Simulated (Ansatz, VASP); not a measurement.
# One calculation of AlN, two programs

File INCAR:

```
SYSTEM = AlN
  PREC = Accurate
  ENCUT = 520
  EDIFF = 1E-6
  ISMEAR = 0
  SIGMA = 0.05
  LREAL = .False.
  LASPH = .True.
  NELM = 100
  ALGO = Normal
  ISIF = 2
  LWAVE = .False.
  LCHARG = .True.
  LELF = .True.
  LVHAR = .True.
  NBANDS = 11
```

File KPOINTS:

```
regular mesh
0
Gamma
  10 10 10
  0 0 0
```

The input POSCAR:

```
AlN
1.0
   -0.8544440182      1.7088880364      1.7088880364
    1.7088880364     -0.8544440182      1.7088880364
    1.7088880364      1.7088880364     -0.8544440182
Al N
1 1
Direct
    0.5000000000      0.5000000000      0.5000000000
    0.0000000000      0.0000000000      0.0000000000
```

Input for Ansatz:

```yaml
crystal:
  lattice:
    - [-0.8544440182, 1.7088880364, 1.7088880364]
    - [1.7088880364, -0.8544440182, 1.7088880364]
    - [1.7088880364, 1.7088880364, -0.8544440182]
  atoms:
    - { symbol: Al, position: [0.5, 0.5, 0.5] }
    - { symbol: "N", position: [0.0, 0.0, 0.0] }
basis:
  ecutwfc: 420
kpoints:
  mp_grid: { grid: [10, 10, 10] }
hamiltonian:
  xc: lda
scf:
  occupations: { method: gaussian, width: 0.05 }
output:
  forces: true
  stress: true
  eigenvalues: true
```

Alike in both runs: task single point; functional LDA; k mesh 10 × 10 × 10; occupations gaussian, width 0.05 eV; no spin polarisation.

|  | VASP | Ansatz |
| --- | --- | --- |
| version | VASP 6.6.1 | Ansatz 0.2.0 |
| potentials or method | VASP PAW LDA potentials, release 64 (Al, N), cutoff 520 eV | scalar-relativistic, plane waves, PAW |
| valence electrons in the cell | 8 | 8 |

```csv
,VASP,Ansatz,Ansatz less VASP
gap on the k mesh at the Fermi level (eV),none,none,-
pressure (GPa),1.9,1.6,-0.38
```

LDA's correlation is that of Perdew and Zunger in VASP and of Perdew and Wang (1992) in Ansatz. A gap of «none» marks a metal or a gap that the smearing closes.
